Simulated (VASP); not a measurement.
# Zn2S: single point with PBE

Zn2S:

```
CELL_PARAMETERS angstrom
3.66542 0.00000 0.00000
0.00000 3.66542 0.00000
0.00000 0.00000 12.79038
ATOMIC_POSITIONS crystal
Zn 0.50000 0.00000 0.88790
Zn 0.00000 0.50000 0.11210
Zn 0.50000 0.00000 0.54506
Zn 0.00000 0.50000 0.45494
Zn 0.50000 0.00000 0.34327
Zn 0.00000 0.50000 0.65673
S 0.00000 0.00000 0.00000
S 0.50000 0.50000 0.22492
S 0.50000 0.50000 0.77508
```

```yaml
Program: VASP 6.6.1
Task: single point
Functional: PBE
Potentials_or_basis: VASP PAW PBE potentials, release 64 (Zn, S)
Cutoff: 520 eV
k_mesh: 8 × 8 × 4
Occupations: gaussian, width 0.1 eV
Spin: no spin polarisation
Dipole_correction: no
Further_INCAR_settings: ALGO = Normal; EDIFF = 1e-06; NBANDS = 55
```

| Property | Result |
| --- | --- |
| Pressure | 0.2 GPa |
| Largest force | 0.013 eV/Å |
| Band gap on the k mesh | zero (bands 45 and 46 overlap by 2.49 eV) |

Forces on the atoms (eV/Å):
```
Zn   0.000  0.000  0.000
Zn   0.000  0.000  0.000
Zn   0.000  0.000  0.013
Zn   0.000  0.000 -0.013
Zn   0.000  0.000  0.010
Zn   0.000  0.000 -0.010
S    0.000  0.000  0.000
S    0.000  0.000 -0.003
S    0.000  0.000  0.003
```

Levels at points of the mesh, in eV from the Fermi level:
| k point | band 41 | band 42 | band 43 | band 44 | band 45 | band 46 | band 47 | band 48 | band 49 | band 50 |
| --- | --- | --- | --- | --- | --- | --- | --- | --- | --- | --- |
| (0.00, 0.00, 0.00) | -2.21 | -1.49 | -1.49 | -1.09 | 0.73 | 2.68 | 2.68 | 2.77 | 2.91 | 3.26 |
| (0.50, 0.00, 0.00) | -2.55 | -1.84 | -1.81 | -1.78 | -0.95 | -0.06 | 1.94 | 3.46 | 3.67 | 4.22 |
| (0.50, 0.50, 0.00) | -3.77 | -3.67 | -2.03 | -2.03 | -1.92 | -0.81 | 0.68 | 0.81 | 0.81 | 2.28 |
| (0.00, 0.00, 0.50) | -2.26 | -2.13 | -1.46 | -1.46 | 1.67 | 2.18 | 2.62 | 2.62 | 2.78 | 3.17 |
| (0.50, 0.00, 0.50) | -3.02 | -1.84 | -1.81 | -1.78 | -1.34 | 0.38 | 2.53 | 2.78 | 3.24 | 4.37 |
| (0.50, 0.50, 0.50) | -3.88 | -3.78 | -2.06 | -2.06 | -1.89 | -0.69 | 0.50 | 0.98 | 0.98 | 2.22 |

It took 3.5 min on 1 thread of Intel(R) Xeon(R) 6975P-C (Granite Rapids), with other jobs on the host, peak memory 0.46 GiB.
